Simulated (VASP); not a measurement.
Crystal: Si2Ni.

```
Si Ni
1.0
    -0.18566    2.69664    2.79750
     2.49333   -0.19022    2.80206
     2.48650    2.69437   -0.18339
Si Ni
2 1
Direct
  0.24874 0.25444 0.25440
  0.76003 0.74862 0.74117
  0.99123 0.99694 0.00442
```

| Property | Result |
| --- | --- |
| Program | VASP 6.6.1 |
| Task | relaxation of cell and atoms |
| Functional | PBE |
| Potentials or basis | VASP PAW PBE potentials, release 64 (Si, Ni) |
| Cutoff | 600 eV |
| k mesh | 10 × 10 × 10 |
| Occupations | gaussian, width 0.15 eV |
| Spin | no spin polarisation |

At the start: pressure -1.5 GPa; volume 13.84 Å³/atom.

**Question.** How do energy, volume and symmetry change on relaxing?

**Answer.** Over 15 steps the energy falls by 91.7 meV/atom and the volume is 13.44 Å³/atom (-2.9 %); space group P1 (No. 1, to 0.1 Å) before, Fm-3m (No. 225, to 0.1 Å).

Step by step:
```tsv
step	energy change (eV)	largest force (eV/Å)	pressure (GPa)	volume (Å³)
1	0.0000	1.0871	-1.55	41.53
2	-0.2177	0.5993	-0.48	40.59
3	-0.2241	0.4600	-1.20	40.75
4	-0.2509	0.2558	0.96	40.11
5	-0.2556	0.2112	2.54	39.70
6	-0.2713	0.1349	0.08	40.34
7	-0.2718	0.1514	-0.47	40.49
8	-0.2743	0.0750	-0.14	40.39
9	-0.2746	0.0496	0.06	40.34
10	-0.2750	0.0076	0.01	40.34
11	-0.2750	0.0173	0.03	40.34
12	-0.2751	0.0138	-0.03	40.36
13	-0.2751	0.0179	-0.09	40.38
14	-0.2752	0.0105	-0.02	40.35
15	-0.2752	0.0086	0.04	40.33
```

Final structure:
```
Si Ni
1.0
     0.00492    2.72356    2.72210
     2.72221   -0.00243    2.71948
     2.72196    2.72061   -0.00396
Si Ni
2 1
Direct
  0.24985 0.24997 0.25004
  0.75001 0.74998 0.75001
  0.00014 0.00005 0.99995
```
